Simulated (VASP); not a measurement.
Wanted: the native input for a VASP 6.6.1 run.

```
Task                   : single point
Functional             : PBE
Potentials or basis    : VASP PAW PBE potentials, release 64 (Ga_d, P)
Cutoff                 : 520 eV
k mesh                 : 8 × 8 × 8
Occupations            : fermi-dirac, width 0.02 eV
Spin                   : no spin polarisation
Dipole correction      : no
Further INCAR settings : ALGO = Normal; EDIFF = 1e-07; NBANDS = 16
```

The structure of GaP lies in POSCAR:

```
GaP
1.0
    0.0000000000      2.7253993001      2.8567635464
    2.7253993001      0.0000000000      2.8567635464
    2.7253993001      2.7253993001      0.0000000000
Ga P
1 1
Direct
    0.0000000000      0.0000000000      0.0000000000
    0.2500000000      0.2500000000      0.2500000000
```

This cell differs from its parent crystal: uniaxial z strain +4.8%.

The input as run:

INCAR

```
PREC = Accurate
ENCUT = 520
EDIFF = 1E-7
ISMEAR = -1
SIGMA = 0.02
LREAL = F
LASPH = T
NELM = 100
ALGO = Normal
ISIF = 2
LWAVE = F
LCHARG = T
GGA = PE
LELF = T
LVHAR = T
NBANDS = 16
```

KPOINTS

```
regular mesh
0
Gamma
  8 8 8
```

Potentials or basis: VASP PAW PBE potentials, release 64 (Ga_d, P).

Launch:

```sh
$ cat potpaw_PBE.64/Ga_d/POTCAR potpaw_PBE.64/P/POTCAR > POTCAR
$ mpirun -np 1 vasp_std > vasp.out
```

It gave:

* Pressure: -1.3 GPa
* Band gap on the k mesh: 1.33 eV, direct

Caveat: the cell differs from its parent crystal (uniaxial z strain +4.8%).

Wall time 80 s on 1 thread of Intel Xeon 8259CL (shared host), peak memory 0.19 GiB.
